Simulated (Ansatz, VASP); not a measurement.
## Two plane-wave programs on BaTiO3

The input INCAR:

```
PREC = Accurate ; ENCUT = 910
EDIFF = 1E-6 ; ISMEAR = -1
SIGMA = 0.05 ; LREAL = F
LASPH = T ; NELM = 200
ALGO = Normal ; ISIF = 2
LWAVE = F ; LCHARG = F
LMAXMIX = 4 ; LDAU = T
LDAUTYPE = 2 ; LDAUL = -1 2 -1
LDAUU = 0 5 0 ; LDAUJ = 0 0 0
LDAUPRINT = 1 ; GGA = PS
NBANDS = 28 ; GGA_COMPAT = F
```

Contents of KPOINTS:

```
Automatic mesh
0
Gamma
  7 7 7
```

File POSCAR:

```
BaTiO3
1.0
    4.0060000000      0.0000000000      0.0000000000
    0.0000000000      4.0060000000      0.0000000000
    0.0000000000      0.0000000000      4.0060000000
Ba Ti O
1 1 3
Direct
    0.5000000000      0.5000000000      0.5000000000
    0.0000000000      0.0000000000      0.0000000000
    0.0000000000      0.0000000000      0.5000000000
    0.0000000000      0.5000000000      0.0000000000
    0.5000000000      0.0000000000      0.0000000000
```

Contents of input.yaml:

```yaml
crystal:
  lattice:
    - [4.006, 0.0, 0.0]
    - [0.0, 4.006, 0.0]
    - [0.0, 0.0, 4.006]
  atoms:
    - { symbol: Ba, position: [0.5, 0.5, 0.5] }
    - { symbol: Ti, position: [0.0, 0.0, 0.0] }
    - { symbol: O, position: [0.0, 0.0, 0.5] }
    - { symbol: O, position: [0.0, 0.5, 0.0] }
    - { symbol: O, position: [0.5, 0.0, 0.0] }
hamiltonian:
  xc: pbesol
  pseudopotentials: { kind: paw }
  hubbard: { sites: [{ species: Ti, l: d, u_eff: 5.0 }] }
kpoints:
  mp_grid: { grid: [7, 7, 7] }
scf:
  occupations: { method: fermi_dirac, width: 0.05 }
  n_extra_bands: 12
output:
  forces: true
  stress: true
  eigenvalues: true
  dos: { projected: true, de: 0.05, nscf_kmesh: { grid: [11, 11, 11] } }
```

Alike in both runs: functional PBEsol; k mesh 7 × 7 × 7; occupations fermi-dirac, width 0.05 eV; no spin polarisation; Hubbard terms Ti d U = 5.0 eV.

|  | VASP | Ansatz |
| --- | --- | --- |
| version | VASP 6.6.1 | Ansatz 0.2.0 |
| potentials or method | VASP PAW PBE potentials, release 64 (Ba_sv, Ti_sv, O_h) | Ansatz PAW |
| plane-wave cutoff (eV) | 910 | 420 |
| valence electrons in the cell | 40 | 40 |
| task | single point | projected density of states |

```tsv
	VASP	Ansatz	Ansatz less VASP
gap on the k mesh at the Fermi level (eV)	2.35	2.41	+0.052
least direct gap on the mesh (eV)	2.49	2.51	+0.019
```

VASP's potentials were made for PBE, not for PBEsol. The programs project onto different local orbitals, so the same U acts differently, and such runs can settle in different states.

Neither program's run includes spin-orbit coupling. Noted on VASP's run: the cutoff is short for stress, so the pressure is rough. Noted on Ansatz's run: odd divisions of the mesh miss points on the zone boundary, where band edges often lie, so the gap on the mesh can be too wide.
